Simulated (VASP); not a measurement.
# ZnO (P6_3mc) in VASP: further runs, part 2 of 2

VASP 6.6.1. The steps go on from the part before.

### Step 4. Single point, PBEsol (c/a of the conventional cell at fixed volume 1.5712)

INCAR

```
SYSTEM = ZnO
PREC     = Accurate       ! precision mode
ENCUT    = 520            ! plane-wave cutoff, eV
EDIFF    = 1E-6           ! SCF threshold, eV
ISMEAR   = 0              ! smearing method
SIGMA    = 0.05           ! smearing width, eV
LREAL    = .False.        ! projectors in reciprocal space
LASPH    = .True.         ! aspherical terms in the spheres
NELM     = 100            ! most SCF steps
ALGO     = Normal         ! electronic algorithm
ISIF     = 2              ! what is computed and relaxed
LWAVE    = .False.        ! write WAVECAR
LCHARG   = .False.        ! write CHGCAR
GGA      = PS             ! functional
NBANDS   = 26             ! bands
```

KPOINTS

```
regular mesh
0
Gamma
  9 9 6
  0 0 0
```

POSCAR

```
ZnO
1.0
    3.2601408460      0.0000000000      0.0000000000
   -1.6300704230      2.8233647925      0.0000000000
    0.0000000000      0.0000000000      5.1223332972
Zn O
2 2
Direct
    0.3333333333      0.6666666667      0.0015754469
    0.6666666667      0.3333333333      0.5015754469
    0.3333333333      0.6666666667      0.4257754335
    0.6666666667      0.3333333333      0.9257754335
```

Potentials or basis: VASP PAW PBE potentials, release 64 (Zn, O).

Command:

```bash
cat potpaw_PBE.64/Zn/POTCAR potpaw_PBE.64/O/POTCAR > POTCAR
mpirun -np 1 vasp_std > vasp.out
```

OUTCAR:

```text
SYSTEM = ZnO
   PREC = Accurate
   ENCUT = 520
   EDIFF = 1E-6
   ISMEAR = 0
   LREAL = .False.
   LASPH = .True.
   NELM = 100
   ISIF = 2
   GGA = PS

 ion  position               nearest neighbor table
   1  0.333  0.667  0.002-   4 1.92   4 1.92   4 1.92   3 2.17
   2  0.667  0.333  0.502-   3 1.92   3 1.92   3 1.92   4 2.17
   3  0.333  0.667  0.426-   2 1.92   2 1.92   2 1.92   1 2.17
   4  0.667  0.333  0.926-   1 1.92   1 1.92   1 1.92   2 2.17

  LATTYP: Found a hexagonal cell.
 ALAT       =     3.2601408460
 C/A-ratio  =     1.5712000000

[... 888 lines left out ...]

 [... further k-points ...]
[... 5 lines left out ...]
  --------------------------------------------------------------------------------------
  -------------------------------------------------------------------------------------
  Total        1.5293524      1.5293524     -1.1928786      0.0000000      0.0000000      0.0000000
  in kB       51.9693113     51.9693113    -40.5355101      0.0000000      0.0000000      0.0000000
  external PRESSURE =      21.1343708 kB  Pullay stress =       0.0000000 kB

 VOLUME and BASIS-vectors are now :
 -----------------------------------------------------------------------------
  energy-cutoff  :      520.00
  volume of cell :       47.15
      direct lattice vectors                 reciprocal lattice vectors
     3.260140846  0.000000000  0.000000000     0.306735214  0.177093658  0.000000000
    -1.630070423  2.823364793  0.000000000     0.000000000  0.354187317  0.000000000
     0.000000000  0.000000000  5.122333297     0.000000000  0.000000000  0.195223532

 POSITION                                       TOTAL-FORCE (eV/Angst)
 -----------------------------------------------------------------------------------
     -0.00000      1.88224      0.00807        -0.000000      0.000000      0.602297
      1.63007      0.94112      2.56924         0.000000     -0.000000      0.602297
     -0.00000      1.88224      2.18096        -0.000000     -0.000000     -0.602297
      1.63007      0.94112      4.74213         0.000000      0.000000     -0.602297
 -----------------------------------------------------------------------------------
    total drift:                               -0.000001     -0.000001      0.002882

  FREE ENERGIE OF THE ION-ELECTRON SYSTEM (eV)
  ---------------------------------------------------
  free  energy   TOTEN  =       -19.2507225707 eV

  energy  without entropy=      -19.2507225707  energy(sigma->0) =      -19.25072257
```

OSZICAR:

```text
N       E                     dE             d eps       ncg     rms          rms(c)
DAV:   1     0.292827342837E+03    0.29283E+03   -0.18065E+04  2528   0.201E+03
DAV:   2     0.940461076110E+01   -0.28342E+03   -0.26679E+03  2628   0.411E+02
DAV:   3    -0.215100335146E+02   -0.30915E+02   -0.30527E+02  2844   0.139E+02
DAV:   4    -0.221075585278E+02   -0.59753E+00   -0.59611E+00  2716   0.196E+01
DAV:   5    -0.221106090375E+02   -0.30505E-02   -0.30503E-02  2658   0.144E+00    0.146E+01
DAV:   6    -0.191142742274E+02    0.29963E+01   -0.57941E+00  3992   0.619E+01    0.940E+00
DAV:   7    -0.193005152901E+02   -0.18624E+00   -0.27555E+00  2578   0.163E+01    0.559E+00
DAV:   8    -0.192991248318E+02    0.13905E-02   -0.51209E-01  3482   0.707E+00    0.168E+00
DAV:   9    -0.192490551973E+02    0.50070E-01   -0.96220E-02  3626   0.596E+00    0.376E-01
DAV:  10    -0.192506501127E+02   -0.15949E-02   -0.36670E-02  2514   0.131E+00    0.111E-01
DAV:  11    -0.192506966363E+02   -0.46524E-04   -0.62244E-04  2600   0.217E-01    0.255E-02
DAV:  12    -0.192507265176E+02   -0.29881E-04   -0.26007E-05  2612   0.438E-02    0.222E-02
DAV:  13    -0.192507242112E+02    0.23064E-05   -0.53788E-06  2624   0.210E-02    0.100E-02
DAV:  14    -0.192507226702E+02    0.15410E-05   -0.22669E-06  2246   0.230E-02    0.293E-03
DAV:  15    -0.192507225707E+02    0.99532E-07   -0.16430E-06  1556   0.136E-02
   1 F= -.19250723E+02 E0= -.19250723E+02  d E =-.171333E-19
```

Wall time 33 s (1 thread of Intel Xeon Platinum 8488C (Sapphire Rapids), shared host); peak memory 0.18 GiB.

What came out:

- Free energy: -19.2507 eV
- Pressure: 2.1 GPa
- Largest force: 0.602 eV/Å
- Band gap on the k mesh: 0.76 eV, direct

Forces on the atoms (eV/Å):
```
Zn   0.000  0.000  0.602
Zn   0.000  0.000  0.602
O    0.000  0.000 -0.602
O    0.000  0.000 -0.602
```

Levels at points of the mesh, in eV from the valence-band top:
| k point | band 16 | band 17 | band 18 | band 19 | band 20 | band 21 |
| --- | --- | --- | --- | --- | --- | --- |
| (0.00, 0.00, 0.00) | -0.53 | 0.00 | 0.00 | 0.76 | 4.85 | 8.14 |
| (0.00, 0.00, 0.50) | -0.27 | -0.27 | -0.27 | 3.39 | 3.39 | 9.84 |

Caveat: the PAW data sets were made with another functional, which shifts forces and pressure a little.

### Step 5. Single point, PBEsol (c/a of the conventional cell at fixed volume 1.7433)

INCAR

```
SYSTEM = ZnO
PREC = Accurate
ENCUT = 520
EDIFF = 1E-6
ISMEAR = 0
SIGMA = 0.05
LREAL = .False.
LASPH = .True.
NELM = 100
ALGO = Normal
ISIF = 2
LWAVE = .False.
LCHARG = .False.
GGA = PS
NBANDS = 26
```

KPOINTS is that of step 4.

POSCAR

```
ZnO
1.0
    3.1491219313      0.0000000000      0.0000000000
   -1.5745609656      2.7272195921      0.0000000000
    0.0000000000      0.0000000000      5.4898642628
Zn O
2 2
Direct
    0.3333333333      0.6666666667      0.0015754469
    0.6666666667      0.3333333333      0.5015754469
    0.3333333333      0.6666666667      0.3956145713
    0.6666666667      0.3333333333      0.8956145713
```

Command:

```bash
cat potpaw_PBE.64/Zn/POTCAR potpaw_PBE.64/O/POTCAR > POTCAR
mpirun -np 1 vasp_std > vasp.out
```

Wall time 34 s (1 thread of Intel Xeon Platinum 8488C (Sapphire Rapids), shared host); peak memory 0.19 GiB.

The run converged. Its results:

```
Free energy            : -19.1715 eV
Pressure               : 4.6 GPa
Largest force          : 0.765 eV/Å
Band gap on the k mesh : 0.58 eV, direct
```

Forces in eV/Å, atoms in the order of the input:
```
Zn   0.000  0.000  0.765
Zn   0.000  0.000  0.765
O    0.000  0.000 -0.765
O    0.000  0.000 -0.765
```

Stress tensor (GPa, compression positive):
```
11.42  0.00  0.00
 0.00 11.42  0.00
 0.00  0.00 -9.14
```

Levels at points of the mesh, in eV from the valence-band top:
| k point | band 16 | band 17 | band 18 | band 19 | band 20 | band 21 |
| --- | --- | --- | --- | --- | --- | --- |
| (0.00, 0.00, 0.00) | -0.51 | 0.00 | 0.00 | 0.58 | 5.17 | 7.28 |
| (0.00, 0.00, 0.50) | -0.27 | -0.27 | -0.27 | 3.16 | 3.16 | 9.23 |

Caveat: the PAW data sets were made with another functional, which shifts forces and pressure a little.

### Step 6. Single point, PBEsol (c/a of the conventional cell at fixed volume 1.5281)

INCAR

```
SYSTEM = ZnO
PREC = Accurate
ENCUT = 520
EDIFF = 1E-6
ISMEAR = 0
SIGMA = 0.05
LREAL = .False.
LASPH = .True.
NELM = 80
ALGO = Normal
ISIF = 2
LWAVE = .False.
LCHARG = .True.
GGA = PS
LELF = .True.
LVHAR = .True.
NBANDS = 26
```

KPOINTS

```
Automatic mesh
0
Gamma
  9 9 6
  0 0 0
```

POSCAR

```
ZnO
1.0
    3.2905078253      0.0000000000      0.0000000000
   -1.6452539126      2.8496633681      0.0000000000
    0.0000000000      0.0000000000      5.0282250078
Zn O
2 2
Direct
    0.3333333333      0.6666666667      0.0015754469
    0.6666666667      0.3333333333      0.5015754469
    0.3333333333      0.6666666667      0.3352736727
    0.6666666667      0.3333333333      0.8352736727
```

Potentials or basis: VASP PAW PBE potentials, release 64 (Zn, O).

Command:

```bash
cat potpaw_PBE.64/Zn/POTCAR potpaw_PBE.64/O/POTCAR > POTCAR
mpirun -np 1 vasp_std > vasp.out
```

Run time: 19 s. Hardware: 1 thread of Intel Xeon 6975P-C (Granite Rapids), shared host; peak memory 0.18 GiB.

The run converged. Its results:

```
Free energy            : -18.2140 eV
Pressure               : 14.1 GPa
Largest force          : 5.233 eV/Å
Band gap on the k mesh : 0.89 eV, indirect (least direct gap 0.90 eV)
```

Forces in eV/Å, atoms in the order of the input:
```
Zn   0.000  0.000 -5.233
Zn   0.000  0.000 -5.233
O    0.000  0.000  5.233
O    0.000  0.000  5.233
```

Stress tensor (GPa, compression positive):
```
-7.85  0.00  0.00
 0.00 -7.85  0.00
 0.00  0.00 57.93
```

Levels at points of the mesh, in eV from the valence-band top:
```tsv
k point	band 14	band 15	band 16	band 17	band 18	band 19	band 20	band 21	band 22	band 23
(0.00, 0.00, 0.00)	-1.51	-1.51	-0.09	-0.09	-0.01	0.89	5.16	8.86	12.42	12.42
(0.00, 0.00, 0.50)	-2.22	-0.78	-0.78	-0.78	-0.78	3.39	3.39	10.94	10.94	12.73
```

Caveat: the PAW data sets were made with another functional, which shifts forces and pressure a little.

### Step 7. Summary

```csv
cell,gap on the mesh (eV),pressure (GPa),largest force (eV/Å)
"a = 3.203, b = 3.203, c = 5.308 Å, angles 90.0, 90.0, 120.0°, 4 atoms",0.67,0.8,0.35
"a = 3.260, b = 3.260, c = 5.122 Å, angles 90.0, 90.0, 120.0°, 4 atoms",0.76,2.1,0.60
"a = 3.149, b = 3.149, c = 5.490 Å, angles 90.0, 90.0, 120.0°, 4 atoms",0.58,4.6,0.77
"a = 3.291, b = 3.291, c = 5.028 Å, angles 90.0, 90.0, 120.0°, 4 atoms",0.89,14.1,5.23
```

Some of these runs hold the atoms at other places in the same cell, which the table doesn't show; runs alike in all that it shows share one row.

Alike in all rows: task single point; level PBEsol; potentials or basis VASP PAW PBE potentials, release 64 (Zn, O); no spin polarisation; k mesh 9 × 9 × 6; cutoff (eV) 520; smearing gaussian 0.05 eV.

Caveats: the PAW data sets were made with another functional, which shifts forces and pressure a little.

Absolute energies hang on the potentials; compare differences alone.
